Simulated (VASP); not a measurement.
# ZrB (I4/mmm) in VASP: further runs

ZrB is run at these levels: PBEsol; tasks: single point.

Program: VASP 6.6.1. These are calculated values, not measurements. Logs are shortened: lines on timing, memory, paths and dates and some standing lists are left out, and cuts for length are marked.

**1. The cell of the first run**

Symmetry: I4/mmm, No. 139, tetragonal system. Conventional cell: a = 3.438 Å, b = 3.438 Å, c = 4.570 Å, α = 90.00°, β = 90.00°, γ = 90.00°. Zr (site symmetry 4/mmm) has 6 B at 2.29 to 2.43 Å within 3.0 Å. B (site symmetry 4/mmm) has 6 Zr at 2.29 to 2.43 Å within 3.0 Å.

**2. Single point, PBEsol (strain along c alone, the other axes held: -6.0 %)**

File INCAR:

```
SYSTEM = ZrB
ALGO = Normal
EDIFF = 1E-7
ENCUT = 520
GGA = PS
ISIF = 2
ISMEAR = 0
LASPH = .TRUE.
LCHARG = .TRUE.
LELF = .TRUE.
LREAL = .FALSE.
LVHAR = .TRUE.
LWAVE = .FALSE.
NBANDS = 23
NELM = 60
PREC = Accurate
SIGMA = 0.1
```

File KPOINTS:

```
k-points
0
G
  16 16 12
  0 0 0
```

File POSCAR:

```
ZrB
1.0
    2.4311025527      2.4311025527      0.0000000000
   -2.4311025527      2.4311025527      0.0000000000
    0.0000000000      0.0000000000      4.5704727991
Zr B
2 2
Direct
    0.0000000000      0.0000000000      0.0000000000
    0.5000000000      0.5000000000      0.5000000000
    0.5000000000      0.5000000000      0.0000000000
    0.0000000000      0.0000000000      0.5000000000
```

Potentials or basis: VASP PAW PBE potentials, release 64 (Zr_sv, B).

Started as:

```console
> cat potpaw_PBE.64/Zr_sv/POTCAR potpaw_PBE.64/B/POTCAR > POTCAR
> mpirun -np 1 vasp_std > vasp.out
```

OUTCAR:

```text
SYSTEM = ZrB
   EDIFF = 1E-7
   ENCUT = 520
   GGA = PS
   ISIF = 2
   ISMEAR = 0
   LASPH = .TRUE.
   LREAL = .FALSE.
   NELM = 60
   PREC = Accurate

 ion  position               nearest neighbor table
   1  0.000  0.000  0.000-   4 2.29   4 2.29   3 2.43   3 2.43   3 2.43   3 2.43   2 3.34   2 3.34
                             2 3.34   2 3.34   2 3.34   2 3.34   2 3.34   2 3.34
   2  0.500  0.500  0.500-   3 2.29   3 2.29   4 2.43   4 2.43   4 2.43   4 2.43   1 3.34   1 3.34
                             1 3.34   1 3.34   1 3.34   1 3.34   1 3.34   1 3.34
   3  0.500  0.500  0.000-   2 2.29   2 2.29   1 2.43   1 2.43   1 2.43   1 2.43
   4  0.000  0.000  0.500-   1 2.29   1 2.29   2 2.43   2 2.43   2 2.43   2 2.43

  LATTYP: Found a simple tetragonal cell.
 ALAT       =     3.4380982015
 C/A-ratio  =     1.3293607486

  Lattice vectors:

 A1 = (   2.4311025527,   2.4311025527,   0.0000000000)
 A2 = (  -2.4311025527,   2.4311025527,   0.0000000000)
 A3 = (   0.0000000000,   0.0000000000,   4.5704727991)

Analysis of symmetry for initial positions (statically):
=====================================================================
 Subroutine PRICEL returns following result:

  LATTYP: Found a body centered tetragonal cell.
 ALAT       =     3.4380982015
 C/A-ratio  =     1.3293607486

  Lattice vectors:

 A1 = (   0.0000000000,  -2.4311025527,  -2.2852363995)
 A2 = (   0.0000000000,   2.4311025527,  -2.2852363996)
 A3 = (   2.4311025527,   0.0000000000,   2.2852363996)

   2 primitive cells build up your supercell.

 Routine SETGRP: Setting up the symmetry group for a
 simple tetragonal supercell.

 Subroutine GETGRP returns: Found 16 space group operations
 (whereof 16 operations were pure point group operations)
 out of a pool of 16 trial point group operations.

The static configuration has the point symmetry D_4h.

Analysis of symmetry for dynamics (positions and initial velocities):
=====================================================================
 Subroutine PRICEL returns following result:

  LATTYP: Found a body centered tetragonal cell.
 ALAT       =     3.4380982015
 C/A-ratio  =     1.3293607486

  Lattice vectors:

 A1 = (   0.0000000000,  -2.4311025527,  -2.2852363995)
 A2 = (   0.0000000000,   2.4311025527,  -2.2852363996)
 A3 = (   2.4311025527,   0.0000000000,   2.2852363996)

   2 primitive cells build up your supercell.
[... 105 lines left out ...]
   LASPH  =      T    aspherical Exc in radial PAW
   ENCUT  =  520.0 eV  38.22 Ry    6.18 a.u.   6.39  6.39  8.50*2*pi/ulx,y,z
   NELM   =     60;   NELMIN=  2; NELMDL= -5     # of ELM steps
   EDIFF  = 0.1E-06   stopping-criterion for ELM
   LREAL  =      F    real-space projection
   EDIFFG = 0.1E-05   stopping-criterion for IOM
   NSW    =      0    number of steps for IOM
   IBRION =     -1    ionic relax: 0-MD 1-quasi-New 2-CG
   NFREE  =      0    steps in history (QN), initial steepest desc. (CG)
   ISIF   =      2    stress and relaxation
   ISYM   =      2    0-nonsym 1-usesym 2-fastsym
   POTIM  = 0.5000    time-step for ionic-motion
   TEBEG  =    0.0;   TEEND  =   0.0 temperature during run
   PSTRESS=    0.0 pullay stress
   NELECT =      30.0000    total number of electrons
   NUPDOWN=      -1.0000    fix difference up-down
   EMIN   =  10.00;   EMAX   =-10.00  energy-range for DOS
   EFERMI =   0.00;   METHOD = LEGACY
   ISMEAR =     0;   SIGMA  =   0.10  broadening in eV -4-tet -1-fermi 0-gaus
   EFERMI_NEDOS =   21; number of points for ismear=-14 and -15
   IALGO  =     38    algorithm
   IMIX   =      4    mixing-type and parameters
     AMIX     =   0.40;   BMIX     =  1.00
     AMIX_MAG =   1.60;   BMIX_MAG =  1.00
  volume/ion in A,a.u.               =      13.51        91.15
  Fermi-wavevector in a.u.,A,eV,Ry     =   1.345600  2.542816 24.635249  1.810640
  Thomas-Fermi vector in A             =   2.473500
   LORBIT       =      0    0 simple, 1 ext, 2 COOP (PROOUT), +10 PAW based schemes
   GGA     = PS    functional components
   LHFCALC =     F    Hartree Fock is set to
   AEXX    =    0.0000 exact exchange contribution
   IVDW    =     0    specifies the selected vdW correction
   LEPSILON=     F    determine dielectric tensor
   LRPA    =     F    only Hartree local field effects (RPA)
 non-spin polarized calculation
 Gauss-broadening in eV      SIGMA  =   0.10
  energy-cutoff  :      520.00
  volume of cell :       54.03
 maximum number of plane-waves:      1473
 NGX is ok and might be reduce to    28
   NGX = 13   NGY = 13   NGZ = 17

 number of electron      29.9999999 magnetization

 Free energy of the ion-electron system (eV)
  ---------------------------------------------------
  ext. energy  EPLUGINS =         0.00000000
  ---------------------------------------------------
  free energy    TOTEN  =       -33.54750940 eV

  energy without entropy =      -33.53813158  energy(sigma->0) =      -33.54282049

 E-fermi :   8.1921     XC(G=0): -11.9852

 val. band max:        8.1920670118   @ k =   0.3125   0.1250   0.2500
 cond. band min:       8.1982055735   @ k =   0.1875   0.0000   0.3333
 fundamental gap:      0.0061385617
 Fermi energy:         8.1921049594

 k-point     1 :       0.0000    0.0000    0.0000
  band No.  band energies     occupation
      1     -38.7928      2.00000
      2     -38.6600      2.00000
      3     -17.3239      2.00000
      4     -16.9167      2.00000
      5     -16.9167      2.00000
      6     -16.6399      2.00000
[... 613 lines left out ...]
     22      14.5404      0.00000
     23      15.9638      0.00000

 [... further k-points ...]

------------------------ aborting loop because EDIFF is reached ----------------------------------------

  FORCE on cell =-STRESS in cart. coord.  units (eV):
  Direction    XX          YY          ZZ          XY          YZ          ZX
  --------------------------------------------------------------------------------------
  -------------------------------------------------------------------------------------
  Total        1.6325578      1.6325578     10.0180470      0.0000000      0.0000000      0.0000000
  in kB       48.4151704     48.4151704    297.0954254      0.0000000      0.0000000      0.0000000
  external PRESSURE =     131.3085887 kB  Pullay stress =       0.0000000 kB

 VOLUME and BASIS-vectors are now :
 -----------------------------------------------------------------------------
  energy-cutoff  :      520.00
  volume of cell :       54.03
      direct lattice vectors                 reciprocal lattice vectors
     2.431102553  2.431102553  0.000000000     0.205668000  0.205668000  0.000000000
    -2.431102553  2.431102553  0.000000000    -0.205668000  0.205668000  0.000000000
     0.000000000  0.000000000  4.570472799     0.000000000  0.000000000  0.218795745

 POSITION                                       TOTAL-FORCE (eV/Angst)
 -----------------------------------------------------------------------------------
      0.00000      0.00000      0.00000        -0.000000      0.000000     -0.000000
      0.00000      2.43110      2.28524         0.000000      0.000000      0.000000
      0.00000      2.43110      0.00000        -0.000000     -0.000000     -0.000000
      0.00000      0.00000      2.28524         0.000000     -0.000000     -0.000000
 -----------------------------------------------------------------------------------
    total drift:                               -0.000000      0.000000      0.000000

  FREE ENERGIE OF THE ION-ELECTRON SYSTEM (eV)
  ---------------------------------------------------
  free  energy   TOTEN  =       -33.5475093970 eV

  energy  without entropy=      -33.5381315780  energy(sigma->0) =      -33.54282049
```

stdout:

```text
POSCAR found type information on POSCAR ZrB
 POSCAR found :  2 types and       4 ions
 scaLAPACK will be used
 -----------------------------------------------------------------------------
|                                                                             |
|                                                                             |
|     You enforced a specific xc type in the INCAR file but a different       |
|     I HOPE YOU KNOW WHAT YOU ARE DOING!                                     |
|                                                                             |
 -----------------------------------------------------------------------------

 LDA part: xc-table for (Slater+PW92), standard interpolation
 POSCAR, INCAR and KPOINTS ok, starting setup
 FFT: planning ... GRIDC
 FFT: planning ... GRID_SOFT
 FFT: planning ... GRID
 WAVECAR not read
 entering main loop
```

It took 9.9 min on 1 thread of Intel Xeon 8259CL, shared host; peak memory 0.43 GiB.

What came out:

- Free energy: -33.5475 eV
- Pressure: 13.1 GPa
- Band gap on the k mesh: zero (bands 15 and 16 overlap by 3.57 eV)

Levels at points of the mesh, in eV from the Fermi level:
```csv
k point,band 12,band 13,band 14,band 15,band 16,band 17,band 18,band 19
"(0.00, 0.00, 0.00)",-0.02,1.60,1.60,2.03,2.03,2.25,3.11,3.52
"(0.50, 0.00, 0.00)",-2.48,-0.78,-0.78,-0.54,-0.54,3.63,3.63,5.46
"(0.50, 0.50, 0.00)",-0.96,-0.78,-0.78,2.31,2.31,2.66,2.66,4.93
"(0.00, 0.00, 0.50)",-1.61,0.24,0.24,0.98,0.98,0.98,0.98,4.00
"(0.50, 0.00, 0.50)",-3.82,-1.41,-1.41,-1.25,-1.25,5.09,5.09,5.55
"(0.50, 0.50, 0.50)",-1.30,-1.30,-1.30,-1.14,-1.14,5.45,5.45,5.45
```

Caveat: the cell differs from its parent crystal (strain along c alone, the other axes held: -6.0 %); the stress differs along the axes, from 5 to 30 GPa; the PAW data sets were made with another functional, which shifts forces and pressure a little.

**3. Single point, PBEsol (strain along c alone, the other axes held: -4.0 %)**

File INCAR:

```
SYSTEM = ZrB
ALGO = Normal
EDIFF = 1E-6
ENCUT = 520
GGA = PS
ISIF = 2
ISMEAR = 0
LASPH = .True.
LCHARG = .False.
LREAL = .False.
LWAVE = .False.
NBANDS = 23
NELM = 100
PREC = Accurate
SIGMA = 0.1
```

File KPOINTS:

```
k-points
0
Gamma
  16 16 12
  0 0 0
```

POSCAR, as its differences from that of step 2:

```diff
@@ -4,3 +4,3 @@
    -2.4311025527      2.4311025527      0.0000000000
-    0.0000000000      0.0000000000      4.5704727991
+    0.0000000000      0.0000000000      4.6677169012
 Zr B
```

Potentials or basis: VASP PAW PBE potentials, release 64 (Zr_sv, B).

Started as:

```console
> cat potpaw_PBE.64/Zr_sv/POTCAR potpaw_PBE.64/B/POTCAR > POTCAR
> mpirun -np 1 vasp_std > vasp.out
```

It took 10 min on 1 thread of Intel Xeon 8259CL, shared host; peak memory 0.44 GiB.

Results (log left out):

```
Free energy            : -33.7197 eV
Pressure               : 8.2 GPa
Band gap on the k mesh : zero (bands 15 and 16 overlap by 3.48 eV)
```

Stress tensor (GPa, compression positive):
```
 3.14  0.00  0.00
 0.00  3.14  0.00
 0.00  0.00 18.35
```

Levels at points of the mesh, in eV from the Fermi level:
```csv
k point,band 14,band 15,band 16,band 17,band 18,band 19
"(0.00, 0.00, 0.00)",1.65,2.07,2.07,2.07,3.16,3.51
"(0.50, 0.00, 0.00)",-0.78,-0.68,-0.68,3.64,3.64,5.42
"(0.50, 0.50, 0.00)",-0.76,2.26,2.26,2.46,2.46,4.87
"(0.00, 0.00, 0.50)",0.23,1.11,1.11,1.11,1.11,3.97
"(0.50, 0.00, 0.50)",-1.33,-1.22,-1.22,5.05,5.05,5.34
"(0.50, 0.50, 0.50)",-1.21,-1.06,-1.06,5.13,5.13,5.13
```

Caveat: the cell differs from its parent crystal (strain along c alone, the other axes held: -4.0 %); the stress differs along the axes, from 3 to 18 GPa; the PAW data sets were made with another functional, which shifts forces and pressure a little.
